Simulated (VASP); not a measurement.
A run of VASP 6.6.1 is set up as follows.

INCAR

```
ALGO     = Normal         # electronic algorithm
EDIFF    = 1E-6           # SCF threshold, eV
ENCUT    = 520            # plane-wave cutoff, eV
GGA      = PS             # functional
ISIF     = 2              # what is computed and relaxed
ISMEAR   = 0              # smearing method
LASPH    = True           # aspherical terms in the spheres
LCHARG   = True           # write CHGCAR
LELF     = True           # ELF
LREAL    = False          # projectors in reciprocal space
LVHAR    = True         
LWAVE    = False          # write WAVECAR
NBANDS   = 35             # bands
NELM     = 60             # most SCF steps
PREC     = Accurate       # precision mode
SIGMA    = 0.1            # smearing width, eV
```

The input KPOINTS:

```
k-points
0
Gamma
  12 12 4
```

Contents of POSCAR:

```
Hf2S
1.0
    3.3465310254      0.0000000000      0.0000000000
   -1.6732655127      2.8981808825      0.0000000000
    0.0000000000      0.0000000000     11.6642358402
Hf S
4 2
Direct
    0.6666666667      0.3333333333      0.8986176343
    0.3333333333      0.6666666667      0.3986176343
    0.6666666667      0.3333333333      0.6013823657
    0.3333333333      0.6666666667      0.1013823657
    0.0000000000      0.0000000000      0.7500000000
    0.0000000000      0.0000000000      0.2500000000
```

Potentials or basis: VASP PAW PBE potentials, release 64 (Hf_pv, S).

Command:

```console
$ cat potpaw_PBE.64/Hf_pv/POTCAR potpaw_PBE.64/S/POTCAR > POTCAR
$ mpirun -np 1 vasp_std > vasp.out
```

(1) Predict the band gap on the k mesh.

(2) Predict the largest force.

(3) Predict the pressure.

## Answers

(1) zero (bands 26 and 27 overlap by 1.03 eV).

(2) 0.007 eV/Å.

(3) -0.4 GPa.

Caveat: the PAW data sets were made with another functional, which shifts forces and pressure a little; spin-orbit coupling is left out, which moves the levels of the heavy elements.
